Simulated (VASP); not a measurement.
Runs of VASP 6.6.1 on Ga. The structure is that of space group Im-3m (No. 229), or close to it. The cells are those of the table. 

| cell | k mesh | gap on the mesh (eV) | pressure (GPa) |
| --- | --- | --- | --- |
| a = 3.054 Å, angles 109.5°, 1 atom | 14 × 14 × 14 | none | (a) |
| a = 3.133 Å, angles 109.5°, 1 atom | 14 × 14 × 14 | none | -1.8 |
| a = 3.054 Å, angles 109.5°, 1 atom | 21 × 21 × 21 | none | 0.0 |
| a = 3.013 Å, angles 109.5°, 1 atom | 14 × 14 × 14 | none | 1.4 |
| a = 2.926 Å, angles 109.5°, 1 atom | 14 × 14 × 14 | none | (b) |
| a = 2.970 Å, angles 109.5°, 1 atom | 14 × 14 × 14 | none | 3.0 |
| a = 3.054 Å, angles 109.5°, 1 atom | 13 × 13 × 13 | none | (c) |
| a = 3.094 Å, angles 109.5°, 1 atom | 14 × 14 × 14 | none | -0.9 |

Alike in all rows: task single point; level BLYP; potentials or basis VASP PAW PBE potentials, release 64 (Ga_d); no spin polarisation; cutoff (eV) 520; smearing fermi-dirac 0.1 eV.

Q: Fill in the values left out.

A: (a) 0.1; (b) 5.1; (c) -0.1.

Caveats: the PAW data sets were made with another functional, which shifts forces and pressure a little.

A k mesh can miss the band edges, and the runs leave out spin-orbit coupling on Ga.

A gap of «none» marks levels without a gap at the run's occupations.
